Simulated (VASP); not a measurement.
# GaSb3 (I4mm) in VASP: notebook, part 2 of 3

VASP 6.6.1. The steps go on from the part before.

## 3. Single point, PBE+D3(BJ) (all Sb atoms moved -0.200 Å, as atom 2 along Cartesian [0 1 0])

Contents of INCAR:

```
SYSTEM = GaSb3
PREC = Accurate
ENCUT = 520
EDIFF = 1E-6
ISMEAR = 0
SIGMA = 0.15
LREAL = .FALSE.
LASPH = .TRUE.
NELM = 60
ALGO = Normal
ISIF = 2
LWAVE = .FALSE.
LCHARG = .FALSE.
GGA = PE
IVDW = 12
NBANDS = 22
```

Contents of KPOINTS:

```
Automatic mesh
0
G
  12 12 12
  0 0 0
```

Contents of POSCAR:

```
GaSb3
1.0
    0.0000000000      3.6478901005      3.6478901005
    3.6478901005      0.0000000000      3.6478901005
    3.6478901005      3.6478901005      0.0000000000
Ga Sb
1 3
Direct
    0.0000000000      0.0000000000      0.0000000000
    0.2225868935      0.2774131065      0.2225868935
    0.7225868935      0.7774131065      0.7225868935
    0.4725868935      0.5274131065      0.4725868935
```

Potentials or basis: VASP PAW PBE potentials, release 64 (Ga_d, Sb).

Launch:

```console
$ cat potpaw_PBE.64/Ga_d/POTCAR potpaw_PBE.64/Sb/POTCAR > POTCAR
$ mpirun -np 1 vasp_std > vasp.out
```

OUTCAR:

```text
SYSTEM = GaSb3
   PREC = Accurate
   ENCUT = 520
   EDIFF = 1E-6
   ISMEAR = 0
   LREAL = .FALSE.
   LASPH = .TRUE.
   NELM = 60
   ISIF = 2
   GGA = PE
   IVDW = 12
 IVDW          = 12

 ion  position               nearest neighbor table
   1  0.000  0.000  0.000-   3 3.05   3 3.05   2 3.05   2 3.05   2 3.28   3 3.28   2 3.28   3 3.28

   2  0.223  0.277  0.223-   1 3.05   1 3.05   4 3.16   4 3.16   4 3.16   4 3.16   1 3.28   1 3.28
                             3 3.65   3 3.65   3 3.65   3 3.65   3 3.65   3 3.65
   3  0.723  0.777  0.723-   1 3.05   1 3.05   4 3.16   4 3.16   4 3.16   4 3.16   1 3.28   1 3.28
                             2 3.65   2 3.65   2 3.65   2 3.65   2 3.65   2 3.65
   4  0.473  0.527  0.473-   2 3.16   3 3.16   2 3.16   2 3.16   2 3.16   3 3.16   3 3.16   3 3.16

  LATTYP: Found a face centered cubic cell.
 ALAT       =     7.2957802010

  Lattice vectors:

 A1 = (   0.0000000000,   3.6478901005,   3.6478901005)
 A2 = (   3.6478901005,   0.0000000000,   3.6478901005)
 A3 = (   3.6478901005,   3.6478901005,   0.0000000000)

Analysis of symmetry for initial positions (statically):
=====================================================================
 Subroutine PRICEL returns:
 Original cell was already a primitive cell.

 Routine SETGRP: Setting up the symmetry group for a
 face centered cubic supercell.

 Subroutine GETGRP returns: Found  8 space group operations
 (whereof  8 operations were pure point group operations)
 out of a pool of 48 trial point group operations.

The static configuration has the point symmetry C_4v.

Analysis of symmetry for dynamics (positions and initial velocities):
=====================================================================
 Subroutine PRICEL returns:
 Original cell was already a primitive cell.

 Routine SETGRP: Setting up the symmetry group for a
 face centered cubic supercell.

 Subroutine GETGRP returns: Found  8 space group operations
 (whereof  8 operations were pure point group operations)
 out of a pool of 48 trial point group operations.

The dynamic configuration has the point symmetry C_4v.

 Subroutine INISYM returns: Found  8 space group operations
 (whereof  8 operations are pure point group operations),
 and found     1 'primitive' translations

----------------------------------------------------------------------------------------

                                     Primitive cell

  volume of cell :      97.0857

  direct lattice vectors                    reciprocal lattice vectors
     0.000000000  3.647890101  3.647890101    -0.137065533  0.137065533  0.137065533
     3.647890101  0.000000000  3.647890101     0.137065533 -0.137065533  0.137065533
     3.647890101  3.647890101  0.000000000     0.137065533  0.137065533 -0.137065533

  length of vectors
     5.158895654  5.158895654  5.158895654     0.237404467  0.237404467  0.237404467

  position of ions in fractional coordinates (direct lattice)
     0.000000000  0.000000000  0.000000000
     0.222586894  0.277413106  0.222586894
     0.722586894  0.777413106  0.722586894
     0.472586894  0.527413106  0.472586894

  ion indices of the primitive-cell ions
   primitive index   ion index
                 1           1
                 2           2
                 3           3
                 4           4

----------------------------------------------------------------------------------------
[... 29 lines left out ...]
  0.166667  0.000000  0.000000      8.000000
  0.250000  0.000000  0.000000      8.000000
  0.333333  0.000000  0.000000      8.000000
  0.416667  0.000000  0.000000      8.000000
[... 16 lines left out ...]
  0.083333  0.000000 -0.333333      8.000000
 -0.250000  0.083333  0.000000     16.000000
 [... further k-points ...]
   k-points           NKPTS =    163   k-points in BZ     NKDIM =    163   number of bands    NBANDS=     22
   number of dos      NEDOS =    301   number of ions     NIONS =      4
   total plane-waves  NPLWV =  64000
   dimension x,y,z NGX =    40 NGY =   40 NGZ =   40
   dimension x,y,z NGXF=    80 NGYF=   80 NGZF=   80
   ions per type =               1   3
   NGX,Y,Z   is equivalent  to a cutoff of  12.89, 12.89, 12.89 a.u.
   NGXF,Y,Z  is equivalent  to a cutoff of  25.78, 25.78, 25.78 a.u.
 SYSTEM =  GaSb3
   PREC   = accura    normal or accurate (medium, high low for compatibility)
   ISTART =      0    job   : 0-new  1-cont  2-samecut
   ICHARG =      2    charge: 1-file 2-atom 10-const
   ISPIN  =      1    spin polarized calculation?
   LNONCOLLINEAR =      F non collinear calculations
   LSORBIT =      F    spin-orbit coupling
   LASPH  =      T    aspherical Exc in radial PAW
   ENCUT  =  520.0 eV  38.22 Ry    6.18 a.u.   9.59  9.59  9.59*2*pi/ulx,y,z
   NELM   =     60;   NELMIN=  2; NELMDL= -5     # of ELM steps
   EDIFF  = 0.1E-05   stopping-criterion for ELM
   LREAL  =      F    real-space projection
   EDIFFG = 0.1E-04   stopping-criterion for IOM
   NSW    =      0    number of steps for IOM
   IBRION =     -1    ionic relax: 0-MD 1-quasi-New 2-CG
   NFREE  =      0    steps in history (QN), initial steepest desc. (CG)
   ISIF   =      2    stress and relaxation
   ISYM   =      2    0-nonsym 1-usesym 2-fastsym
   POTIM  = 0.5000    time-step for ionic-motion
   TEBEG  =    0.0;   TEEND  =   0.0 temperature during run
   PSTRESS=    0.0 pullay stress
   NELECT =      28.0000    total number of electrons
   NUPDOWN=      -1.0000    fix difference up-down
   EMIN   =  10.00;   EMAX   =-10.00  energy-range for DOS
   EFERMI =   0.00;   METHOD = LEGACY
   ISMEAR =     0;   SIGMA  =   0.15  broadening in eV -4-tet -1-fermi 0-gaus
   EFERMI_NEDOS =   21; number of points for ismear=-14 and -15
   IALGO  =     38    algorithm
   IMIX   =      4    mixing-type and parameters
     AMIX     =   0.40;   BMIX     =  1.00
     AMIX_MAG =   1.60;   BMIX_MAG =  1.00
  volume/ion in A,a.u.               =      24.27       163.79
  Fermi-wavevector in a.u.,A,eV,Ry     =   1.081623  2.043970 15.917558  1.169908
  Thomas-Fermi vector in A             =   2.217644
   LORBIT       =      0    0 simple, 1 ext, 2 COOP (PROOUT), +10 PAW based schemes
   GGA     = PE    functional components
   LHFCALC =     F    Hartree Fock is set to
   AEXX    =    0.0000 exact exchange contribution
   IVDW    =    12    specifies the selected vdW correction
   LEPSILON=     F    determine dielectric tensor
   LRPA    =     F    only Hartree local field effects (RPA)
 non-spin polarized calculation
 Gauss-broadening in eV      SIGMA  =   0.15
  energy-cutoff  :      520.00
  volume of cell :       97.09
 maximum number of plane-waves:      2685
   NGX = 19   NGY = 19   NGZ = 19

 number of electron      27.9999993 magnetization

 Free energy of the ion-electron system (eV)
  ---------------------------------------------------
  ext. energy  EPLUGINS =         0.00000000
  ---------------------------------------------------
  free energy    TOTEN  =       -14.45332906 eV

  energy without entropy =      -14.42882937  energy(sigma->0) =      -14.44107922

 E-fermi :   8.2442     XC(G=0): -10.4869

 val. band max:        8.2410350576   @ k =   0.1667  -0.4167   0.3333
 cond. band min:       8.2490270920   @ k =   0.2500   0.0000   0.4167
 fundamental gap:      0.0079920343
 Fermi energy:         8.2442116863

 k-point     1 :       0.0000    0.0000    0.0000
  band No.  band energies     occupation
      1      -6.5706      2.00000
      2      -6.5706      2.00000
      3      -6.5703      2.00000
      4      -6.5560      2.00000
      5      -6.5512      2.00000
      6      -4.6830      2.00000
[... 589 lines left out ...]
     21      13.7047      0.00000
     22      14.1685      0.00000

 [... further k-points ...]

------------------------ aborting loop because EDIFF is reached ----------------------------------------

 Edisp (eV)   -1.91733

 E8    (eV) :    -0.8849

  FORCE on cell =-STRESS in cart. coord.  units (eV):
  Direction    XX          YY          ZZ          XY          YZ          ZX
  --------------------------------------------------------------------------------------
  -------------------------------------------------------------------------------------
  Total       0.39468     0.26157     0.39468     0.00000     0.00000     0.00000
  in kB       6.51334     4.31665     6.51334     0.00000     0.00000     0.00000
  external pressure =        5.78 kB  Pullay stress =        0.00 kB

 VOLUME and BASIS-vectors are now :
 -----------------------------------------------------------------------------
  energy-cutoff  :      520.00
  volume of cell :       97.09
      direct lattice vectors                 reciprocal lattice vectors
     0.000000000  3.647890101  3.647890101    -0.137065533  0.137065533  0.137065533
     3.647890101  0.000000000  3.647890101     0.137065533 -0.137065533  0.137065533
     3.647890101  3.647890101  0.000000000     0.137065533  0.137065533 -0.137065533

 POSITION                                       TOTAL-FORCE (eV/Angst)
 -----------------------------------------------------------------------------------
      0.00000      0.00000      0.00000         0.000000     -0.364244      0.000000
      1.82395      1.62395      1.82395        -0.000000      0.069910     -0.000000
      5.47184      5.27184      5.47184         0.000000      0.069910      0.000000
      3.64789      3.44789      3.64789         0.000000      0.224423      0.000000
 -----------------------------------------------------------------------------------
    total drift:                               -0.000000      0.001145     -0.000000

  FREE ENERGIE OF THE ION-ELECTRON SYSTEM (eV)
  ---------------------------------------------------
  free  energy   TOTEN  =       -16.3706589627 eV

  energy  without entropy=      -16.3461592757  energy(sigma->0) =      -16.35840912
```

It took 1.7 min on 1 thread of Intel Xeon 6975P-C (Granite Rapids), shared host; peak memory 0.48 GiB.

Results:

```yaml
Free_energy: -16.3707 eV
Pressure: 0.6 GPa
Largest_force: 0.364 eV/Å
Band_gap_on_the_k_mesh: zero (band 14 reaches 9.82 eV, above the bottom of band 15 at 5.74 eV)
Dispersion_energy_per_atom: -0.479 eV
```

Forces on the atoms (eV/Å):
```
Ga   0.000 -0.364  0.000
Sb   0.000  0.070  0.000
Sb   0.000  0.070  0.000
Sb   0.000  0.224  0.000
```

Stress tensor (GPa, compression positive):
```
0.65 0.00 0.00
0.00 0.43 0.00
0.00 0.00 0.65
```

Caveat: the cell differs from its parent crystal (all Sb atoms moved -0.200 Å, as atom 2 along Cartesian [0 1 0]); spin-orbit coupling is left out, which moves the levels of the heavy elements; pairwise dispersion overbinds metals, which lowers pressure and volume.

(Continued in part 3 of 3.)
